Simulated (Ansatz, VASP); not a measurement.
**One calculation of AlN, two programs**

```xyz
2
Lattice="0.0000 2.0353 2.0353 2.0353 0.0000 2.0353 2.0353 2.0353 0.0000" Properties=species:S:1:pos:R:3 pbc="T T T"
Al    2.0353    2.0353    2.0353
N     0.0000    0.0000    0.0000
```

Alike in both runs: task single point; functional PBE; k mesh 10 × 10 × 10; occupations gaussian, width 0.05 eV; no spin polarisation.

|  | VASP | Ansatz |
| --- | --- | --- |
| version | VASP 6.6.1 | Ansatz 0.2.0 |
| potentials or method | VASP PAW PBE potentials, release 64 (Al, N), cutoff 520 eV | scalar-relativistic, plane waves, PAW |
| valence electrons in the cell | 8 | 8 |

Ansatz gave:

```
gap on the k mesh at the Fermi level (eV) : 4.44
least direct gap on the mesh (eV)         : 5.38
pressure (GPa)                            : 0.0
```

Estimate VASP's values.

gap on the k mesh at the Fermi level (eV): 4.41; least direct gap on the mesh (eV): 5.39; pressure (GPa): -0.3.

The functional is the same, so the differences come from potentials, cutoffs and numerics.
